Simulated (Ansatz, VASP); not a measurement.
SiGe in VASP and in Ansatz

```
CELL_PARAMETERS angstrom
3.95499 0.00000 0.00000
-1.97749 3.42512 0.00000
0.00000 0.00000 6.53936
ATOMIC_POSITIONS crystal
Si 0.66667 0.33333 0.87451
Si 0.33333 0.66667 0.37451
Ge 0.66667 0.33333 0.50049
Ge 0.33333 0.66667 0.00049
```

Alike in both runs: task single point; functional r2SCAN; k mesh 12 × 12 × 4; occupations gaussian, width 0.02 eV; no spin polarisation.

```csv
,VASP,Ansatz
version,VASP 6.6.1,Ansatz 0.2.0
potentials or method,"VASP PAW PBE potentials, release 64 (Si, Ge_d), cutoff 520 eV","scalar-relativistic, plane waves, PAW"
valence electrons in the cell,36,36
```

|  | VASP | Ansatz | Ansatz less VASP |
| --- | --- | --- | --- |
| gap on the k mesh at the Fermi level (eV) | 0.67 | 0.67 | +0.007 |
| least direct gap on the mesh (eV) | 0.67 | 0.67 | +0.007 |
| pressure (GPa) | -3.1 | -3.0 | +0.06 |
| traceless stress, the component that is largest in VASP (GPa) | -0.08 | -0.06 | +0.012 |
| rms of the force components (eV/Å) | 0.004 | 0.004 | -0.0001 |

VASP's potentials were made for PBE, not for r2SCAN. Atom by atom the forces differ by 0.000 eV/Å (rms over components).
